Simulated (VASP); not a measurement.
SrO, 4 atoms in the cell. The structure is hexagonal, space group P6_3/mmc (No. 194). The conventional cell has a = 3.633 Å, b = 3.633 Å, c = 6.378 Å, α = 90.00°, β = 90.00°, γ = 120.00°. Within 3.5 Å of Sr (site symmetry -3m) lie 6 O at 2.63 Å and 2 Sr at 3.19 Å. Within 3.5 Å of O (site symmetry -6m2) lie 6 Sr at 2.63 Å.  This cell differs from its parent crystal: volume changed by +6%.

- Program: VASP 6.6.1
- Task: single point
- Functional: r2SCAN
- Potentials or basis: VASP PAW PBE potentials, release 64 (Sr_sv, O)
- Cutoff: 520 eV
- k mesh: 9 × 9 × 4
- Occupations: gaussian, width 0.01 eV
- Spin: no spin polarisation
- Dipole correction: no
- Further INCAR settings: ALGO = Normal; EDIFF = 1e-07; NBANDS = 24

Potentials or basis: VASP PAW PBE potentials, release 64 (Sr_sv, O).

Run with:

```bash
$ cat potpaw_PBE.64/Sr_sv/POTCAR potpaw_PBE.64/O/POTCAR > POTCAR
$ cp INCAR.step1 INCAR
$ mpirun -np 1 vasp_std > vasp.out
$ cp INCAR.step2 INCAR
$ mpirun -np 1 vasp_std > vasp.out
```

Hardware: 1 thread of Intel(R) Xeon(R) Platinum 8488C (Sapphire Rapids) (shared host).

Problem. How long does it take, and how much memory?

Solution. Wall time 3.2 min on 1 thread of Intel(R) Xeon(R) Platinum 8488C (Sapphire Rapids), with other jobs on the host, peak memory 0.22 GiB. Counts: k points 36.
